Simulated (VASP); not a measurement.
# Ag in VASP: relaxation of the atoms with PBEsol

Aim: the relaxation of the atoms of Ag with PBEsol.

Program: VASP 6.6.1. These are calculated values, not measurements. Logs are shortened: lines on timing, memory, paths and dates and some standing lists are left out, and cuts for length are marked.

## 1. The cell of the first run

The cell holds a slab with vacuum, 7 atoms: a = 2.867 Å, b = 2.867 Å, c = 29.072 Å, α = 90.00°, β = 90.00°, γ = 120.00°.

## 2. Relaxation of the atoms, PBEsol

File INCAR:

```
SYSTEM = Ag
ALGO     = Normal         ! electronic algorithm
DIPOL    = 0.5 0.5 0.500
EDIFF    = 1E-7           ! SCF threshold, eV
EDIFFG   = -0.02          ! ionic threshold
ENCUT    = 520            ! plane-wave cutoff, eV
GGA      = PS             ! functional
IBRION   = 2              ! ionic algorithm
IDIPOL   = 3            
ISIF     = 2              ! what is computed and relaxed
ISMEAR   = 0              ! smearing method
KPAR     = 2            
LASPH    = .TRUE.         ! aspherical terms in the spheres
LCHARG   = .FALSE.        ! write CHGCAR
LDIPOL   = .TRUE.       
LREAL    = .FALSE.        ! projectors in reciprocal space
LWAVE    = .FALSE.        ! write WAVECAR
NELM     = 80             ! most SCF steps
NSW      = 80             ! ionic steps
PREC     = Accurate       ! precision mode
SIGMA    = 0.1            ! smearing width, eV
```

File KPOINTS:

```
k-points
0
G
  12 12 1
  0 0 0
```

File POSCAR:

```
Ag
1.0
    2.8670626668      0.0000000000      0.0000000000
   -1.4335313334      2.4829491037      0.0000000000
    0.0000000000      0.0000000000     29.0721447768
Ag
7
Direct
    0.6666666667      0.3333333333      0.2579789024
    0.3333333333      0.6666666667      0.3386526016
    0.6666666667      0.3333333333      0.4193263008
    0.3333333333      0.6666666667      0.5000000000
    0.6666666667      0.3333333333      0.5806736992
    0.3333333333      0.6666666667      0.6613473984
    0.6666666667      0.3333333333      0.7420210976
```

Potentials or basis: VASP PAW PBE potentials, release 64 (Ag).

Command:

```sh
$ cat potpaw_PBE.64/Ag/POTCAR > POTCAR
$ mpirun -np 2 vasp_std > vasp.out
```

OUTCAR:

```text
SYSTEM = Ag
   EDIFF = 1E-7
   EDIFFG = -0.02
   ENCUT = 520
   GGA = PS
   IBRION = 2
   ISIF = 2
   ISMEAR = 0
   LASPH = .TRUE.
   LREAL = .FALSE.
   NELM = 80
   NSW = 80
   PREC = Accurate

 ion  position               nearest neighbor table
   1  0.667  0.333  0.258-   2 2.87   2 2.87   2 2.87
   2  0.333  0.667  0.339-   3 2.87   1 2.87   3 2.87   1 2.87   3 2.87   1 2.87
   3  0.667  0.333  0.419-   2 2.87   4 2.87   2 2.87   4 2.87   2 2.87   4 2.87
   4  0.333  0.667  0.500-   3 2.87   5 2.87   3 2.87   5 2.87   3 2.87   5 2.87
   5  0.667  0.333  0.581-   4 2.87   6 2.87   4 2.87   6 2.87   4 2.87   6 2.87
   6  0.333  0.667  0.661-   5 2.87   7 2.87   5 2.87   7 2.87   5 2.87   7 2.87
   7  0.667  0.333  0.742-   6 2.87   6 2.87   6 2.87

  LATTYP: Found a hexagonal cell.
 ALAT       =     2.8670626668
 C/A-ratio  =    10.1400451108

  Lattice vectors:

 A1 = (   2.8670626668,   0.0000000000,   0.0000000000)
 A2 = (  -1.4335313334,   2.4829491037,   0.0000000000)
 A3 = (   0.0000000000,   0.0000000000,  29.0721447768)

Analysis of symmetry for initial positions (statically):
=====================================================================
 Subroutine PRICEL returns:
 Original cell was already a primitive cell.

 Routine SETGRP: Setting up the symmetry group for a
 hexagonal supercell.

 Subroutine GETGRP returns: Found 12 space group operations
 (whereof 12 operations were pure point group operations)
 out of a pool of 24 trial point group operations.

The static configuration has the point symmetry D_3h.

Analysis of symmetry for dynamics (positions and initial velocities):
=====================================================================
 Subroutine PRICEL returns:
 Original cell was already a primitive cell.

 Routine SETGRP: Setting up the symmetry group for a
 hexagonal supercell.

 Subroutine GETGRP returns: Found 12 space group operations
 (whereof 12 operations were pure point group operations)
 out of a pool of 24 trial point group operations.

The dynamic configuration has the point symmetry D_3h.

 Subroutine INISYM returns: Found 12 space group operations
 (whereof 12 operations are pure point group operations),
 and found     1 'primitive' translations

----------------------------------------------------------------------------------------

                                     Primitive cell

  volume of cell :     206.9579

  direct lattice vectors                    reciprocal lattice vectors
     2.867062667  0.000000000  0.000000000     0.348789028  0.201373439  0.000000000
    -1.433531333  2.482949104  0.000000000     0.000000000  0.402746878  0.000000000
     0.000000000  0.000000000 29.072144777     0.000000000  0.000000000  0.034397187

  length of vectors
     2.867062667  2.867062667 29.072144777     0.402746878  0.402746878  0.034397187

  position of ions in fractional coordinates (direct lattice)
     0.666666667  0.333333333  0.257978902
     0.333333333  0.666666667  0.338652602
     0.666666667  0.333333333  0.419326301
     0.333333333  0.666666667  0.500000000
     0.666666667  0.333333333  0.580673699
     0.333333333  0.666666667  0.661347398
     0.666666667  0.333333333  0.742021098

  ion indices of the primitive-cell ions
   primitive index   ion index
                 1           1
                 2           2
                 3           3
                 4           4
                 5           5
                 6           6
                 7           7

----------------------------------------------------------------------------------------

 KPOINTS: k-points

Automatic generation of k-mesh.
 Grid dimensions read from file:
 generate k-points for:   12   12    1

[... 21 lines left out ...]
  0.083333 -0.000000  0.000000      6.000000
  0.166667  0.000000  0.000000      6.000000
  0.250000 -0.000000  0.000000      6.000000
  0.333333 -0.000000  0.000000      6.000000
  0.416667  0.000000  0.000000      6.000000
[... 11 lines left out ...]
  0.333333  0.250000  0.000000     12.000000
  0.333333  0.333333  0.000000      2.000000
   k-points           NKPTS =     19   k-points in BZ     NKDIM =     19   number of bands    NBANDS=     46
   number of dos      NEDOS =    301   number of ions     NIONS =      7
   total plane-waves  NPLWV = 124416
   dimension x,y,z NGX =    24 NGY =   24 NGZ =  216
   dimension x,y,z NGXF=    48 NGYF=   48 NGZF=  432
   ions per type =               7
   NGX,Y,Z   is equivalent  to a cutoff of  13.92, 13.92, 12.35 a.u.
   NGXF,Y,Z  is equivalent  to a cutoff of  27.83, 27.83, 24.70 a.u.
 SYSTEM =  Ag
   PREC   = accura    normal or accurate (medium, high low for compatibility)
   ISTART =      0    job   : 0-new  1-cont  2-samecut
   ICHARG =      2    charge: 1-file 2-atom 10-const
   ISPIN  =      1    spin polarized calculation?
   LNONCOLLINEAR =      F non collinear calculations
   LSORBIT =      F    spin-orbit coupling
   LASPH  =      T    aspherical Exc in radial PAW
   ENCUT  =  520.0 eV  38.22 Ry    6.18 a.u.   5.33  5.33 54.05*2*pi/ulx,y,z
   NELM   =     80;   NELMIN=  2; NELMDL= -5     # of ELM steps
   EDIFF  = 0.1E-06   stopping-criterion for ELM
   LREAL  =      F    real-space projection
   EDIFFG = -.2E-01   stopping-criterion for IOM
   NSW    =     80    number of steps for IOM
   IBRION =      2    ionic relax: 0-MD 1-quasi-New 2-CG
   NFREE  =      1    steps in history (QN), initial steepest desc. (CG)
   ISIF   =      2    stress and relaxation
   ISYM   =      2    0-nonsym 1-usesym 2-fastsym
   POTIM  = 0.5000    time-step for ionic-motion
   TEBEG  =    0.0;   TEEND  =   0.0 temperature during run
   PSTRESS=    0.0 pullay stress
   NELECT =      77.0000    total number of electrons
   NUPDOWN=      -1.0000    fix difference up-down
   EMIN   =  10.00;   EMAX   =-10.00  energy-range for DOS
   EFERMI =   0.00;   METHOD = LEGACY
   ISMEAR =     0;   SIGMA  =   0.10  broadening in eV -4-tet -1-fermi 0-gaus
   EFERMI_NEDOS =   21; number of points for ismear=-14 and -15
   IALGO  =     38    algorithm
   IMIX   =      4    mixing-type and parameters
     AMIX     =   0.40;   BMIX     =  1.00
     AMIX_MAG =   1.60;   BMIX_MAG =  1.00
  volume/ion in A,a.u.               =      29.57       199.52
  Fermi-wavevector in a.u.,A,eV,Ry     =   1.177455  2.225068 18.863126  1.386401
  Thomas-Fermi vector in A             =   2.313801
   LORBIT       =      0    0 simple, 1 ext, 2 COOP (PROOUT), +10 PAW based schemes
   GGA     = PS    functional components
   LHFCALC =     F    Hartree Fock is set to
   AEXX    =    0.0000 exact exchange contribution
   IVDW    =     0    specifies the selected vdW correction
   LEPSILON=     F    determine dielectric tensor
   LRPA    =     F    only Hartree local field effects (RPA)
 conjugate gradient relaxation of ions
 non-spin polarized calculation
 Gauss-broadening in eV      SIGMA  =   0.10
  energy-cutoff  :      520.00
  volume of cell :      206.96
 maximum number of plane-waves:      5617
 NGX is ok and might be reduce to    24
   NGX = 11   NGY = 11   NGZ =109

--------------------------------------- Ionic step        1  -------------------------------------------

 number of electron      76.9999984 magnetization

 Free energy of the ion-electron system (eV)
  ---------------------------------------------------
  ext. energy  EPLUGINS =         0.00000000
  ---------------------------------------------------
  free energy    TOTEN  =       -22.22379767 eV

  energy without entropy =      -22.20764291  energy(sigma->0) =      -22.21572029

------------------------ aborting loop because EDIFF is reached ----------------------------------------

  FORCE on cell =-STRESS in cart. coord.  units (eV):
  Direction    XX          YY          ZZ          XY          YZ          ZX
  --------------------------------------------------------------------------------------
  -------------------------------------------------------------------------------------
  Total       -1.2356308     -1.2356308     -0.4248116      0.0000000      0.0000000      0.0000000
  in kB       -9.5657101     -9.5657101     -3.2887050      0.0000000      0.0000000      0.0000000
  external PRESSURE =      -7.4733751 kB  Pullay stress =       0.0000000 kB
[... 69 lines left out ...]
--------------------------------------- Ionic step        3  -------------------------------------------

 number of electron      76.9999984 magnetization

 dipolmoment           0.000000      0.000000      0.000000 electrons x Angstroem

------------------------ aborting loop because EDIFF is reached ----------------------------------------

  FORCE on cell =-STRESS in cart. coord.  units (eV):
  Direction    XX          YY          ZZ          XY          YZ          ZX
  --------------------------------------------------------------------------------------
  -------------------------------------------------------------------------------------
  Total       -1.2176346     -1.2176346     -0.4003636      0.0000000      0.0000000      0.0000000
  in kB       -9.4263918     -9.4263918     -3.0994388      0.0000000      0.0000000      0.0000000
  external PRESSURE =      -7.3174075 kB  Pullay stress =       0.0000000 kB
[... 110 lines left out ...]
--------------------------------------- Ionic step        6  -------------------------------------------

 number of electron      76.9999983 magnetization

 dipolmoment           0.000000      0.000000     -0.000000 electrons x Angstroem

 Free energy of the ion-electron system (eV)
  ---------------------------------------------------
  ext. energy  EPLUGINS =         0.00000000
  ---------------------------------------------------
  free energy    TOTEN  =       -22.22432644 eV

  energy without entropy =      -22.20796792  energy(sigma->0) =      -22.21614718

 E-fermi :   2.7579     XC(G=0):  -7.6363

 val. band max:        2.7065951920   @ k =   0.0833  -0.0000   0.0000
 cond. band min:       2.7906475822   @ k =   0.4167   0.0000   0.0000
 fundamental gap:      0.0840523902
 Fermi energy:         2.7579255719

 k-point     1 :       0.0000    0.0000    0.0000
  band No.  band energies     occupation
      1      -4.9906      2.00000
      2      -4.6129      2.00000
      3      -4.0489      2.00000
      4      -3.6339      2.00000
      5      -3.6207      2.00000
      6      -3.4635      2.00000
[... 920 lines left out ...]
     45       7.5217      0.00000
     46       8.4697      0.00000

------------------------ aborting loop because EDIFF is reached ----------------------------------------

 vacuum level on the upper side and lower side of the slab       (xc-potential included)        -0.006        -0.006

  FORCE on cell =-STRESS in cart. coord.  units (eV):
  Direction    XX          YY          ZZ          XY          YZ          ZX
  --------------------------------------------------------------------------------------
  -------------------------------------------------------------------------------------
  Total       -1.1828864     -1.1828864     -0.3488203      0.0000000      0.0000000      0.0000000
  in kB       -9.1573869     -9.1573869     -2.7004134      0.0000000      0.0000000      0.0000000
  external PRESSURE =      -7.0050624 kB  Pullay stress =       0.0000000 kB
[... 22 lines left out ...]
  FREE ENERGIE OF THE ION-ELECTRON SYSTEM (eV)
  ---------------------------------------------------
  free  energy   TOTEN  =       -22.2243264439 eV

  energy  without entropy=      -22.2079679167  energy(sigma->0) =      -22.21614718

 reached required accuracy - stopping structural energy minimisation

 vacuum level on the upper side and lower side of the slab         7.424         7.424
```

Run time: 6.6 min. Hardware: 2 MPI ranks of Intel Xeon Platinum 8488C (Sapphire Rapids), shared host; peak memory 0.4 GiB.

What came out:

```yaml
Free_energy: -22.2243 eV
Energy_gained_by_relaxing: 0.1 meV/atom
Ionic_steps: 6
Largest_force_after_relaxing: 0.017 eV/Å
Band_gap_on_the_k_mesh: zero (an odd number of electrons rules out a gap without spin polarisation)
```

Forces on the atoms (eV/Å):
```
Ag   0.000  0.000  0.017
Ag   0.000  0.000 -0.001
Ag   0.000  0.000  0.009
Ag   0.000  0.000  0.000
Ag   0.000  0.000 -0.009
Ag   0.000  0.000  0.001
Ag   0.000  0.000 -0.017
```

Step by step:
| step | energy change (eV) | largest force (eV/Å) | pressure (GPa) |
| --- | --- | --- | --- |
| 1 | 0.0000 | 0.0408 | -0.75 |
| 2 | -0.0002 | 0.0247 | -0.74 |
| 3 | -0.0003 | 0.0237 | -0.73 |
| 4 | -0.0004 | 0.0237 | -0.72 |
| 5 | -0.0004 | 0.0237 | -0.72 |
| 6 | -0.0005 | 0.0172 | -0.70 |

Final structure:
```xyz
7
Lattice="2.8671 0.0000 0.0000 -1.4335 2.4829 0.0000 0.0000 0.0000 29.0721" Properties=species:S:1:pos:R:3 pbc="T T T"
Ag    1.4335    0.8277    7.5056
Ag    0.0000    1.6553    9.8487
Ag    1.4335    0.8277   12.1845
Ag    0.0000    1.6553   14.5361
Ag    1.4335    0.8277   16.8877
Ag    0.0000    1.6553   19.2235
Ag    1.4335    0.8277   21.5665
```

Levels at points of the mesh, in eV from the Fermi level:
```csv
k point,band 36,band 37,band 38,band 39,band 40,band 41,band 42,band 43
"(0.00, 0.00, 0.00)",-3.09,-3.01,-3.01,-2.97,-2.97,-1.99,-0.40,0.06
"(0.50, 0.00, 0.00)",0.18,0.25,0.53,1.00,1.39,1.61,1.69,4.59
```

Caveat: the PAW data sets were made with another functional, which shifts forces and pressure a little.

The gap in the log of VASP goes by the Fermi energy; the results here count the filled bands.